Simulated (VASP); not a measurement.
MgO: single point with PBEsol

The system is MgO.

```
Mg O
1.0
     0.00000    2.10760    2.10760
     2.10760    0.00000    2.10760
     2.10760    2.10760    0.00000
Mg O
1 1
Direct
  0.00000 0.00000 0.02524
  0.50000 0.50000 0.46166
```

This cell differs from its parent crystal: mode 4 frozen in at -0.081 Å and mode 5 at -0.081 Å (largest displacements).

```yaml
Program: VASP 6.6.1
Task: single point
Functional: PBEsol
Potentials_or_basis: VASP PAW PBE potentials, release 64 (Mg, O)
Cutoff: 520 eV
k_mesh: 10 × 10 × 10
Occupations: gaussian, width 0.05 eV
Spin: no spin polarisation
```

```yaml
Pressure: 2.8 GPa
Largest_force: 1.072 eV/Å
Band_gap_on_the_k_mesh: 4.60 eV, direct
```

Forces on the atoms (eV/Å):
```
Mg  -0.758 -0.758  0.000
O    0.758  0.758  0.000
```

Stress tensor (GPa, compression positive):
```
 4.97 -1.19  0.00
-1.19  4.97  0.00
 0.00  0.00 -1.41
```

Levels at points of the mesh, in eV from the valence-band top:
```tsv
k point	band 2	band 3	band 4	band 5	band 6	band 7
(0.00, 0.00, 0.00)	-0.06	0.00	0.00	4.60	15.64	15.79
(0.50, 0.00, 0.00)	-4.64	-0.65	-0.60	7.71	12.28	16.09
(0.00, 0.00, 0.50)	-4.64	-0.70	-0.63	7.80	12.39	16.13
(0.50, 0.50, 0.00)	-4.11	-1.39	-1.34	9.05	9.69	12.99
(0.00, 0.50, 0.50)	-4.09	-1.36	-1.35	9.00	9.65	13.00
```

Run time: 11 s on 1 thread of Intel(R) Xeon(R) 6975P-C (Granite Rapids), with other jobs on the host, peak memory 0.16 GiB.

Caveat: the cell differs from its parent crystal (mode 4 frozen in at -0.081 Å and mode 5 at -0.081 Å (largest displacements)); the PAW data sets were made with another functional, which shifts forces and pressure a little.
